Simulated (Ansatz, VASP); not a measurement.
Sc: VASP beside Ansatz

```xyz
1
Lattice="0.0000 2.2705 2.2705 2.2705 0.0000 2.2705 2.2705 2.2705 0.0000" Properties=species:S:1:pos:R:3 pbc="T T T"
Sc    0.0000    0.0000    0.0000
```

Alike in both runs: task electric field gradients; functional PBEsol; k mesh 12 × 12 × 12; occupations fermi-dirac, width 0.03 eV; no spin polarisation.

```csv
,VASP,Ansatz
version,VASP 6.6.1,Ansatz 0.2.0
potentials or method,"VASP PAW PBE potentials, release 64 (Sc_sv), cutoff 520 eV","all-electron PAW with datasets made for the crystal, scalar-relativistic"
```

|  | VASP | Ansatz | Ansatz less VASP |
| --- | --- | --- | --- |
| pressure (GPa) | 0.5 | 0.5 | -0.01 |

VASP's potentials were made for PBE, not for PBEsol. Ansatz ran all-electron here, and VASP with PAW potentials.
